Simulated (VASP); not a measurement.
Input of a VASP 6.6.1 run:

File INCAR:

```
PREC = Accurate
ENCUT = 520
EDIFF = 1E-7
ISMEAR = 0
SIGMA = 0.01
LREAL = F
LASPH = T
NELM = 60
ALGO = Normal
ISIF = 2
LWAVE = F
LCHARG = T
GGA = PS
LELF = T
LVHAR = T
NBANDS = 17
```

Contents of KPOINTS:

```
regular mesh
0
Gamma
  8 8 8
```

POSCAR

```
SnSe
1.0
    0.0000000000      2.9727546657      2.9727546657
    2.9727546657      0.0000000000      2.9727546657
    2.9727546657      2.9727546657      0.0000000000
Sn Se
1 1
Direct
    0.0000000000      0.0000000000      0.0000000000
    0.5000000000      0.5000000000      0.5000000000
```

Potentials or basis: VASP PAW PBE potentials, release 64 (Sn_d, Se).

The run is started by

```console
$ cat potpaw_PBE.64/Sn_d/POTCAR potpaw_PBE.64/Se/POTCAR > POTCAR
$ mpirun -np 1 vasp_std > vasp.out
```

(1) What does it give for the pressure?

(2) Predict the band gap on the k mesh.

Results:

(1) 0.0 GPa.

(2) 0.75 eV, indirect (least direct gap 0.82 eV).

Caveat: the PAW data sets were made with another functional, which shifts forces and pressure a little; spin-orbit coupling is left out, which moves the levels of the heavy elements.
